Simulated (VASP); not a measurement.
# Bi (Im-3m) in VASP: further runs

The runs below take Bi through single point, with PBEsol.

All numbers are computed with VASP 6.6.1; they aren't measurements. Logs are shortened: lines on timing, memory, paths and dates and some standing lists are left out, and cuts for length are marked.

## Step 1: The cell of the first run

It takes space group Im-3m (No. 229, cubic). The conventional cell has a = 3.363 Å, b = 3.363 Å, c = 3.363 Å, α = 90.00°, β = 90.00°, γ = 90.00°. Within 3.8 Å of Bi (site symmetry m-3m) lie 14 Bi at 2.91 to 3.36 Å.

## Step 2: Single point, PBEsol, non-collinear spin, zero start, spin-orbit coupling

Input file INCAR:

```
PREC = Accurate
ENCUT = 520
EDIFF = 1E-6
ISMEAR = 0
SIGMA = 0.05
LREAL = False
LASPH = True
NELM = 150
ALGO = Normal
ISIF = 2
LWAVE = False
LCHARG = False
MAGMOM = 0 0 0
LORBIT = 11
LSORBIT = True
GGA_COMPAT = False
LORBMOM = True
GGA = PS
NBANDS = 26
```

Input file KPOINTS:

```
regular mesh
0
Gamma
  20 20 20
```

Input file POSCAR:

```
Bi
1.0
   -1.6813286311      1.6813286311      1.6813286311
    1.6813286311     -1.6813286311      1.6813286311
    1.6813286311      1.6813286311     -1.6813286311
Bi
1
Direct
    0.0000000000      0.0000000000      0.0000000000
```

Potentials or basis: VASP PAW PBE potentials, release 64 (Bi_d).

On the command line:

```sh
$ cat potpaw_PBE.64/Bi_d/POTCAR > POTCAR
$ mpirun -np 1 vasp_ncl > vasp.out
```

OUTCAR:

```text
PREC = Accurate
   ENCUT = 520
   EDIFF = 1E-6
   ISMEAR = 0
   LREAL = False
   LASPH = True
   NELM = 150
   ISIF = 2
   LORBIT = 11
   LSORBIT = True
   GGA = PS

 ion  position               nearest neighbor table
   1  0.000  0.000  0.000-

  LATTYP: Found a body centered cubic cell.
 ALAT       =     3.3626572622

  Lattice vectors:

 A1 = (  -1.6813286311,   1.6813286311,   1.6813286311)
 A2 = (   1.6813286311,  -1.6813286311,   1.6813286311)
 A3 = (   1.6813286311,   1.6813286311,  -1.6813286311)

Analysis of symmetry for initial positions (statically):
=====================================================================
 Subroutine PRICEL returns:
 Original cell was already a primitive cell.

 Routine SETGRP: Setting up the symmetry group for a
 body centered cubic supercell.

 Subroutine GETGRP returns: Found 48 space group operations
 (whereof 48 operations were pure point group operations)
 out of a pool of 48 trial point group operations.

The static configuration has the point symmetry O_h .

Analysis of symmetry for dynamics (positions and initial velocities):
=====================================================================
 Subroutine PRICEL returns:
 Original cell was already a primitive cell.

 Routine SETGRP: Setting up the symmetry group for a
 body centered cubic supercell.

 Subroutine GETGRP returns: Found 48 space group operations
 (whereof 48 operations were pure point group operations)
 out of a pool of 48 trial point group operations.

The dynamic configuration has the point symmetry O_h .

Analysis of structural, dynamic, and magnetic symmetry:
=====================================================================
 Subroutine PRICEL returns:
 Original cell was already a primitive cell.

 Routine SETGRP: Setting up the symmetry group for a
 body centered cubic supercell.

 Subroutine GETGRP returns: Found 48 space group operations
 (whereof 48 operations were pure point group operations)
 out of a pool of 48 trial point group operations.

The overall configuration has the point symmetry O_h .

 Subroutine INISYM returns: Found 48 space group operations
 (whereof 48 operations are pure point group operations),
 and found     1 'primitive' translations

----------------------------------------------------------------------------------------

                                     Primitive cell

  volume of cell :      19.0116

  direct lattice vectors                    reciprocal lattice vectors
    -1.681328631  1.681328631  1.681328631     0.000000000  0.297383861  0.297383861
     1.681328631 -1.681328631  1.681328631     0.297383861  0.000000000  0.297383861
     1.681328631  1.681328631 -1.681328631     0.297383861  0.297383861  0.000000000

  length of vectors
     2.912146613  2.912146613  2.912146613     0.420564290  0.420564290  0.420564290

  position of ions in fractional coordinates (direct lattice)
     0.000000000  0.000000000  0.000000000

  ion indices of the primitive-cell ions
   primitive index   ion index
                 1           1

----------------------------------------------------------------------------------------

 KPOINTS: regular mesh

Automatic generation of k-mesh.
 Grid dimensions read from file:
 generate k-points for:   20   20   20

 Generating k-lattice:

  Cartesian coordinates                     Fractional coordinates (reciprocal lattice)
     0.000000000  0.014869193  0.014869193     0.050000000  0.000000000  0.000000000
     0.014869193  0.000000000  0.014869193     0.000000000  0.050000000  0.000000000
     0.014869193  0.014869193  0.000000000     0.000000000  0.000000000  0.050000000

  Length of vectors
     0.021028214  0.021028214  0.021028214

  Shift w.r.t. Gamma in fractional coordinates (k-lattice)
     0.000000000  0.000000000  0.000000000

 Subroutine IBZKPT returns following result:
 ===========================================

 Found    256 irreducible k-points:

 Following reciprocal coordinates:
            Coordinates               Weight
  0.000000  0.000000  0.000000      1.000000
  0.050000  0.000000  0.000000     12.000000
  0.100000  0.000000  0.000000     12.000000
  0.150000  0.000000  0.000000     12.000000
  0.200000  0.000000  0.000000     12.000000
  0.250000  0.000000  0.000000     12.000000
[... 16 lines left out ...]
  0.200000  0.100000  0.000000     48.000000
  0.250000  0.100000  0.000000     48.000000
 [... further k-points ...]
   k-points           NKPTS =    256   k-points in BZ     NKDIM =    256   number of bands    NBANDS=     26
   number of dos      NEDOS =    301   number of ions     NIONS =      1
   total plane-waves  NPLWV =  13824
   dimension x,y,z NGX =    24 NGY =   24 NGZ =   24
   dimension x,y,z NGXF=    48 NGYF=   48 NGZF=   48
   ions per type =               1
   NGX,Y,Z   is equivalent  to a cutoff of  13.70, 13.70, 13.70 a.u.
   NGXF,Y,Z  is equivalent  to a cutoff of  27.40, 27.40, 27.40 a.u.
 SYSTEM =  unknown system
   PREC   = accura    normal or accurate (medium, high low for compatibility)
   ISTART =      0    job   : 0-new  1-cont  2-samecut
   ICHARG =      2    charge: 1-file 2-atom 10-const
   ISPIN  =      1    spin polarized calculation?
   LNONCOLLINEAR =      T non collinear calculations
   LSORBIT =      T    spin-orbit coupling
   LASPH  =      T    aspherical Exc in radial PAW
   ENCUT  =  520.0 eV  38.22 Ry    6.18 a.u.   5.41  5.41  5.41*2*pi/ulx,y,z
   NELM   =    150;   NELMIN=  2; NELMDL= -5     # of ELM steps
   EDIFF  = 0.1E-05   stopping-criterion for ELM
   LREAL  =      F    real-space projection
   EDIFFG = 0.1E-04   stopping-criterion for IOM
   NSW    =      0    number of steps for IOM
   IBRION =     -1    ionic relax: 0-MD 1-quasi-New 2-CG
   NFREE  =      0    steps in history (QN), initial steepest desc. (CG)
   ISIF   =      2    stress and relaxation
   ISYM   =      2    0-nonsym 1-usesym 2-fastsym
   POTIM  = 0.5000    time-step for ionic-motion
   TEBEG  =    0.0;   TEEND  =   0.0 temperature during run
   PSTRESS=    0.0 pullay stress
   NELECT =      15.0000    total number of electrons
   NUPDOWN=      -1.0000    fix difference up-down
   EMIN   =  10.00;   EMAX   =-10.00  energy-range for DOS
   EFERMI =   0.00;   METHOD = LEGACY
   ISMEAR =     0;   SIGMA  =   0.05  broadening in eV -4-tet -1-fermi 0-gaus
   EFERMI_NEDOS =   21; number of points for ismear=-14 and -15
   IALGO  =     38    algorithm
   IMIX   =      4    mixing-type and parameters
     AMIX     =   0.40;   BMIX     =  1.00
     AMIX_MAG =   1.60;   BMIX_MAG =  1.00
  volume/ion in A,a.u.               =      19.01       128.30
  Fermi-wavevector in a.u.,A,eV,Ry     =   1.512746  2.858675 31.135573  2.288400
  Thomas-Fermi vector in A             =   2.622629
   LORBIT       =     11    0 simple, 1 ext, 2 COOP (PROOUT), +10 PAW based schemes
   GGA     = PS    functional components
   LHFCALC =     F    Hartree Fock is set to
   AEXX    =    0.0000 exact exchange contribution
   IVDW    =     0    specifies the selected vdW correction
   LEPSILON=     F    determine dielectric tensor
   LRPA    =     F    only Hartree local field effects (RPA)
 Gauss-broadening in eV      SIGMA  =   0.05
  energy-cutoff  :      520.00
  volume of cell :       19.01
 maximum number of plane-waves:      1064
 NGX is ok and might be reduce to    24
   NGX = 11   NGY = 11   NGZ = 11

 number of electron      15.0000000 magnetization       0.0000000      0.0000000      0.0000000

 number of electron      14.9999997 magnetization       0.0000000     -0.0000000      0.0000000

 number of electron      14.9999997 magnetization      -0.0000000      0.0000000     -0.0000000

 Free energy of the ion-electron system (eV)
  ---------------------------------------------------
  ext. energy  EPLUGINS =         0.00000000
  ---------------------------------------------------
  free energy    TOTEN  =        -3.20791652 eV

  energy without entropy =       -3.20740973  energy(sigma->0) =       -3.20766313

 E-fermi :  15.5733     XC(G=0): -13.0052

 val. band max:       15.5341395335   @ k =  -0.3000   0.4000   0.1000
 cond. band min:      15.5769837236   @ k =   0.3000   0.1500   0.0000
 fundamental gap:      0.0428441900
 Fermi energy:        15.5733084850

 k-point     1 :       0.0000    0.0000    0.0000
  band No.  band energies     occupation
      1      -9.8176      1.00000
      2      -9.8176      1.00000
      3      -9.8176      1.00000
      4      -9.8176      1.00000
      5      -7.1441      1.00000
      6      -7.1441      1.00000
[... 18 lines left out ...]
     25      30.8070      0.00000
     26      30.8070      0.00000

 k-point     2 :       0.0500    0.0000    0.0000
  band No.  band energies     occupation
      1      -9.8167      1.00000
      2      -9.8167      1.00000
      3      -9.8114      1.00000
      4      -9.8114      1.00000
      5      -7.1363      1.00000
      6      -7.1363      1.00000
[... 18 lines left out ...]
     25      31.0087      0.00000
     26      31.0114      0.00000

 k-point     3 :       0.1000    0.0000    0.0000
  band No.  band energies     occupation
      1      -9.8142      1.00000
      2      -9.8142      1.00000
      3      -9.7940      1.00000
      4      -9.7940      1.00000
      5      -7.1138      1.00000
      6      -7.1138      1.00000
[... 18 lines left out ...]
     25      31.2646      0.00000
     26      31.2650      0.00000

 k-point     4 :       0.1500    0.0000    0.0000
  band No.  band energies     occupation
      1      -9.8112      1.00000
      2      -9.8112      1.00000
      3      -9.7691      1.00000
      4      -9.7691      1.00000
      5      -7.0795      1.00000
      6      -7.0795      1.00000
[... 18 lines left out ...]
     25      31.3468      0.00000
     26      31.3468      0.00000
[... 496 lines left out ...]
      1      -9.8026      1.00000
      2      -9.8026      1.00000
      3      -9.7342      1.00000
      4      -9.7342      1.00000
      5      -7.0226      1.00000
      6      -7.0226      1.00000
[... 18 lines left out ...]
     25      31.8015      0.00000
     26      31.8092      0.00000

 k-point    23 :       0.2000    0.1000    0.0000
  band No.  band energies     occupation
      1      -9.7990      1.00000
      2      -9.7990      1.00000
      3      -9.7110      1.00000
      4      -9.7110      1.00000
      5      -6.9869      1.00000
      6      -6.9869      1.00000
[... 18 lines left out ...]
     25      32.2557      0.00000
     26      32.3475      0.00000

 k-point    24 :       0.2500    0.1000    0.0000
  band No.  band energies     occupation
      1      -9.7970      1.00000
      2      -9.7970      1.00000
      3      -9.6912      1.00000
      4      -9.6912      1.00000
      5      -6.9685      1.00000
      6      -6.9685      1.00000
[... 18 lines left out ...]
     25      32.1555      0.00000
     26      32.1555      0.00000

 [... further k-points ...]
[... 5 lines left out ...]
  --------------------------------------------------------------------------------------
  -------------------------------------------------------------------------------------
  Total        9.4472966      9.4472966      9.4472966     -0.0000000      0.0000000      0.0000000
  in kB      796.1599252    796.1599252    796.1599252     -0.0000000      0.0000000      0.0000000
  external PRESSURE =     796.1599252 kB  Pullay stress =       0.0000000 kB

 VOLUME and BASIS-vectors are now :
 -----------------------------------------------------------------------------
  energy-cutoff  :      520.00
  volume of cell :       19.01
      direct lattice vectors                 reciprocal lattice vectors
    -1.681328631  1.681328631  1.681328631     0.000000000  0.297383861  0.297383861
     1.681328631 -1.681328631  1.681328631     0.297383861  0.000000000  0.297383861
     1.681328631  1.681328631 -1.681328631     0.297383861  0.297383861  0.000000000

 POSITION                                       TOTAL-FORCE (eV/Angst)
 -----------------------------------------------------------------------------------
      0.00000      0.00000      0.00000        -0.000000     -0.000000     -0.000000
 -----------------------------------------------------------------------------------
    total drift:                               -0.000000      0.000000      0.000000

  FREE ENERGIE OF THE ION-ELECTRON SYSTEM (eV)
  ---------------------------------------------------
  free  energy   TOTEN  =        -3.2079165188 eV

  energy  without entropy=       -3.2074097314  energy(sigma->0) =       -3.20766313

 orbital moment (x)

 # of ion     p       d       tot
 ----------------------------------------
  1         0.000   0.000   0.000
 ----------------------------------------
            0.000   0.000   0.000

 orbital moment (y)

 # of ion     p       d       tot
 ----------------------------------------
  1         0.000   0.000   0.000
 ----------------------------------------
            0.000   0.000   0.000

 orbital moment (z)

 # of ion     p       d       tot
 ----------------------------------------
  1         0.000   0.000   0.000
 ----------------------------------------
            0.000   0.000   0.000

 Spin-Orbit-Coupling matrix elements

 Ion:    1  E_soc:     -1.6014703
 l=   1
     0.0000000    -0.1989645    -0.1989645
    -0.1989645     0.0000000    -0.1989645
    -0.1989645    -0.1989645     0.0000000
 l=   2
     0.0000000    -0.0135110     0.0000000    -0.0135110    -0.0544362
    -0.0135110     0.0000000    -0.0408272    -0.0135110    -0.0136091
     0.0000000    -0.0408272     0.0000000    -0.0408272     0.0000000
    -0.0135110    -0.0135110    -0.0408272     0.0000000    -0.0136091
    -0.0544362    -0.0136091     0.0000000    -0.0136091     0.0000000
 l=   3
     0.0000000     0.0000000     0.0000000     0.0000000     0.0000000     0.0000000     0.0000000
     0.0000000     0.0000000     0.0000000     0.0000000     0.0000000     0.0000000     0.0000000
     0.0000000     0.0000000     0.0000000     0.0000000     0.0000000     0.0000000     0.0000000
     0.0000000     0.0000000     0.0000000     0.0000000     0.0000000     0.0000000     0.0000000
     0.0000000     0.0000000     0.0000000     0.0000000     0.0000000     0.0000000     0.0000000
     0.0000000     0.0000000     0.0000000     0.0000000     0.0000000     0.0000000     0.0000000
     0.0000000     0.0000000     0.0000000     0.0000000     0.0000000     0.0000000     0.0000000

 total charge

# of ion       s       p       d       tot
------------------------------------------
    1        1.549   1.645  10.040  13.233

 magnetization (x)

# of ion       s       p       d       tot
------------------------------------------
    1        0.000   0.000   0.000   0.000

 magnetization (y)

# of ion       s       p       d       tot
------------------------------------------
    1        0.000   0.000  -0.000   0.000

 magnetization (z)

# of ion       s       p       d       tot
------------------------------------------
    1       -0.000   0.000   0.000  -0.000
```

Wall time 98 s (1 thread of Intel Xeon 6975P-C (Granite Rapids), shared host); peak memory 0.31 GiB.

What came out:

| Quantity | Value |
| --- | --- |
| Free energy | -3.2079 eV |
| Pressure | 79.6 GPa |
| Net moment | 0.00 μB per cell |
| Valence electrons inside the program's atomic spheres | Bi 13.23 |

Moments on the atoms (μB; x, y, z):
```
Bi  0.00 0.00 0.00
```

Caveat: the PAW data sets were made with another functional, which shifts forces and pressure a little.

(Part 1 of 2 ends here.)
